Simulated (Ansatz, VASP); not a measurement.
## One calculation of PbSe, two programs

Contents of INCAR:

```
PREC = Accurate
ENCUT = 520
EDIFF = 1E-6
ISMEAR = -1
SIGMA = 0.01
LREAL = False
LASPH = True
NELM = 80
ALGO = Normal
ISIF = 2
LWAVE = False
LCHARG = True
GGA = PS
LELF = True
LVHAR = True
NBANDS = 17
```

KPOINTS

```
regular mesh
0
Gamma
  9 9 9
```

File POSCAR:

```
PbSe
1.0
    0.0000000000      3.0927715000      3.0621500000
    3.0927715000      0.0000000000      3.0621500000
    3.0927715000      3.0927715000      0.0000000000
Pb Se
1 1
Direct
    0.0000000000      0.0000000000      0.0000000000
    0.5000000000      0.5000000000      0.5000000000
```

Input for Ansatz:

```yaml
crystal:
  lattice:
    - [0.0, 3.0927715, 3.06215]
    - [3.0927715, 0.0, 3.06215]
    - [3.0927715, 3.0927715, 0.0]
  atoms:
    - { symbol: Pb, position: [0.0, 0.0, 0.0] }
    - { symbol: Se, position: [0.5, 0.5, 0.5] }
kpoints:
  mp_grid: { grid: [9, 9, 9] }
  band_path:
    path:
      - [0.0, 0.0, 0.0]
      - [0.0, 0.5, 0.5]
      - [0.25, 0.75, 0.5]
      - [0.0, 0.5, 0.0]
      - [0.0, 0.0, 0.0]
      - [0.5, 0.5, 0.0]
      - [0.3775125, 0.6224875, 0.0]
      - [-0.3775125, 0.3775125, 0.0]
      - [0.0, 0.0, 0.0]
    npoints: 5
scf:
  occupations: { method: fermi_dirac, width: 0.01 }
hamiltonian:
  xc: pbesol
  pseudopotentials: { kind: all_electron, lapw: { basis_error: 0.00025 } }
output:
  forces: true
  stress: true
  eigenvalues: true
```

Change from the starting cell: equal xx and yy strain of +1 %.

Alike in both runs: task single point; functional PBEsol; k mesh 9 × 9 × 9; occupations fermi-dirac, width 0.01 eV; no spin polarisation.

|  | VASP | Ansatz |
| --- | --- | --- |
| version | VASP 6.6.1 | Ansatz 0.2.0 |
| potentials or method | VASP PAW PBE potentials, release 64 (Pb_d, Se), cutoff 520 eV | all-electron LAPW, scalar-relativistic |

|  | VASP | Ansatz | Ansatz less VASP |
| --- | --- | --- | --- |
| gap on the k mesh at the Fermi level (eV) | 0.67 | 0.67 | -0.002 |
| pressure (GPa) | -1.5 | -1.5 | +0.02 |
| traceless stress, the component that is largest in VASP (GPa) | 0.74 | 0.74 | -0.003 |

VASP's potentials were made for PBE, not for PBEsol. Ansatz ran all-electron here, and VASP with PAW potentials.

Spin-orbit coupling is off throughout.
